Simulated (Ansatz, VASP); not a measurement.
## One calculation of AlNi3, two programs

```
Al Ni
1.0
     0.34541    2.94121    2.94121
     2.94121    0.34541    2.94121
     2.94121    2.94121    0.34541
Al Ni
1 3
Direct
  0.50000 0.50000 0.50000
  0.25000 0.25000 0.25000
  0.00000 0.00000 0.00000
  0.75000 0.75000 0.75000
```

Alike in both runs: task single point; functional PBE; k mesh 14 × 14 × 14; occupations gaussian, width 0.15 eV; no spin polarisation.

```csv
,VASP,Ansatz
version,VASP 6.6.1,Ansatz 0.2.0
potentials or method,"VASP PAW PBE potentials, release 64 (Al, Ni), cutoff 520 eV","scalar-relativistic, plane waves, PAW"
valence electrons in the cell,33,57
```

VASP gave:

```
gap on the k mesh at the Fermi level (eV)                     : none
pressure (GPa)                                                : 24.9
traceless stress, the component that is largest in VASP (GPa) : -14.71
rms of the force components (eV/Å)                            : 0.082
```

Which values does Ansatz return?

gap on the k mesh at the Fermi level (eV): none; pressure (GPa): 25.0; traceless stress, the component that is largest in VASP (GPa): -14.83; rms of the force components (eV/Å): 0.088.

Atom by atom the forces differ by 0.006 eV/Å (rms over components). A gap of «none» marks a metal or a gap that the smearing closes. VASP's potentials hold 33 valence electrons a cell and Ansatz's 57, so a difference there can come from the potentials and not from the codes.
